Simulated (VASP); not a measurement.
Set up this calculation in VASP 6.6.1, as the native input.

```
Task                   : single point
Functional             : LDA
Potentials or basis    : VASP PAW LDA potentials, release 64 (Pd, Te)
Cutoff                 : 500 eV
k mesh                 : 5 × 5 × 5
Occupations            : gaussian, width 0.05 eV
Spin                   : collinear spin, ferromagnetic start
Starting moments       : [0.77, 1.15] μB
Fixed moment           : 2.2 μB
Hubbard terms          : Pd d U = 5.0 eV, J = 0.9 eV
Dipole correction      : no
LDAUTYPE               : 1
Hund's J               : 0.9
Further INCAR settings : ALGO = Normal; EDIFF = 1e-06; NBANDS = 19
```

The structure of TePd lies in POSCAR:

```
TePd
1.0
    3.6310931200      0.0000000000      0.0000000000
    0.0000000000      3.6310931200      0.0000000000
    0.0000000000      0.0000000000      3.6310931200
Pd Te
1 1
Direct
    0.0000000000      0.0000000000      0.0000000000
    0.5000000000      0.5000000000      0.5000000000
```

The input as run:

INCAR

```
SYSTEM = TePd
PREC = Accurate
ENCUT = 500
EDIFF = 1E-6
ISMEAR = 0
SIGMA = 0.05
LREAL = .FALSE.
LASPH = .TRUE.
NELM = 200
ALGO = Normal
ISIF = 2
LWAVE = .FALSE.
LCHARG = .FALSE.
ISPIN = 2
MAGMOM = 0.77 1.15
LORBIT = 11
NUPDOWN = 2.2
LMAXMIX = 4
LDAU = .TRUE.
LDAUTYPE = 1
LDAUL = 2 -1
LDAUU = 5 0
LDAUJ = 0.9 0
LDAUPRINT = 1
NBANDS = 19
GGA_COMPAT = .FALSE.
```

KPOINTS

```
regular mesh
0
G
  5 5 5
  0 0 0
```

Potentials or basis: VASP PAW LDA potentials, release 64 (Pd, Te).

Command:

```console
$ cat potpaw_LDA.64/Pd/POTCAR potpaw_LDA.64/Te/POTCAR > POTCAR
$ mpirun -np 1 vasp_std > vasp.out
```

Results of the run:

The pressure is -9.0 GPa. The net moment is 2.20 μB per cell and the site moments are Pd +0.83; Te +0.81 μB. The valence electrons inside the program's atomic spheres are Pd 9.36; Te 3.26.

Caveat: the total moment is fixed, so each spin has its own Fermi level; the U is typed as a test and isn't derived for this compound.

Run time: 38 s on 1 thread of AMD EPYC 7R13 (shared host), peak memory 0.13 GiB.
